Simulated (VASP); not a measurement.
## BaTe: single point with PBE

BaTe:

```xyz
4
Lattice="3.4273 3.4273 0.0000 -3.4273 3.4273 0.0000 0.0000 0.0000 7.1938" Properties=species:S:1:pos:R:3 pbc="T T T"
Ba    0.0000    0.0000    0.0000
Ba    0.0000    3.4273    3.5969
Te    0.0000    3.4273    0.0000
Te    0.0000    0.0000    3.5969
```

This cell differs from its parent crystal: biaxial strain in the a-b plane: -3.0 %.

* Program: VASP 6.6.1
* Task: single point
* Functional: PBE
* Potentials or basis: VASP PAW PBE potentials, release 64 (Ba_sv, Te)
* Cutoff: 520 eV
* k mesh: 6 × 6 × 4
* Occupations: gaussian, width 0.02 eV
* Spin: no spin polarisation
* Dipole correction: no
* Further INCAR settings: ALGO = Normal; EDIFF = 1e-06; NBANDS = 24

The pressure is 1.9 GPa. The band gap on the k mesh is 1.44 eV.

Stress tensor (GPa, compression positive):
```
 3.00  0.00  0.00
 0.00  3.00  0.00
 0.00  0.00 -0.34
```

Levels at points of the mesh, in eV from the valence-band top:
```
           k point  band 14  band 15  band 16  band 17  band 18  band 19
(0.00, 0.00, 0.00)    -0.12     0.00     0.00     1.44     2.67     2.77
(0.50, 0.00, 0.00)    -1.17    -0.96    -0.96     3.90     3.90     4.01
(0.50, 0.50, 0.00)    -0.51    -0.42    -0.42     1.44     1.44     4.31
(0.00, 0.00, 0.50)    -0.26    -0.26    -0.26     1.94     1.94     3.94
(0.50, 0.00, 0.50)    -1.22    -1.21    -1.21     4.16     4.16     4.75
(0.50, 0.50, 0.50)    -0.92    -0.92    -0.92     3.27     3.27     3.27
```

Wall time 49 s on 1 thread of AMD EPYC 9R45 96-Core Processor (Zen 5), on a shared host, peak memory 0.28 GiB.

Caveat: the cell differs from its parent crystal (biaxial strain in the a-b plane: -3.0 %); spin-orbit coupling is left out, which moves the levels of the heavy elements. A k mesh can miss the band edges.
